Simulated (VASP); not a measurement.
Set up this calculation in VASP 6.6.1, as the native input.

```
Task                   : single point
Functional             : PBE
Potentials or basis    : VASP PAW PBE potentials, release 64 (Zr_sv)
Cutoff                 : 520 eV
k mesh                 : 11 × 11 × 11
Occupations            : fermi-dirac, width 0.08 eV
Spin                   : no spin polarisation
Dipole correction      : no
Further INCAR settings : ALGO = Normal; EDIFF = 1e-06; NBANDS = 19
```

The structure of Zr lies in POSCAR:

```
Zr
1.0
    0.0000000000      3.1412364839      3.1412364839
    3.1412364839      0.0000000000      3.1412364839
    3.1412364839      3.1412364839      0.0000000000
Zr
2
Direct
   -0.1250000000     -0.1250000000     -0.1250000000
    0.1250000000      0.1250000000      0.1250000000
```

This isn't the form of Zr at room conditions, which is hcp.

These files were run (other wordings do the same):

INCAR

```
PREC = Accurate
ENCUT = 520
EDIFF = 1E-6
ISMEAR = -1
SIGMA = 0.08
LREAL = F
LASPH = T
NELM = 100
ALGO = Normal
ISIF = 2
LWAVE = F
LCHARG = F
GGA = PE
NBANDS = 19
```

KPOINTS

```
regular mesh
0
Gamma
  11 11 11
```

Potentials or basis: VASP PAW PBE potentials, release 64 (Zr_sv).

The run is started by

```bash
$ cat potpaw_PBE.64/Zr_sv/POTCAR > POTCAR
$ mpirun -np 1 vasp_std > vasp.out
```

Results of the run:

The pressure is 0.1 GPa and the band gap on the k mesh is zero (bands 12 and 13 overlap by 0.17 eV).

It took 29 s on 1 thread of Intel(R) Xeon(R) 6975P-C (Granite Rapids), on a shared host, peak memory 0.21 GiB.
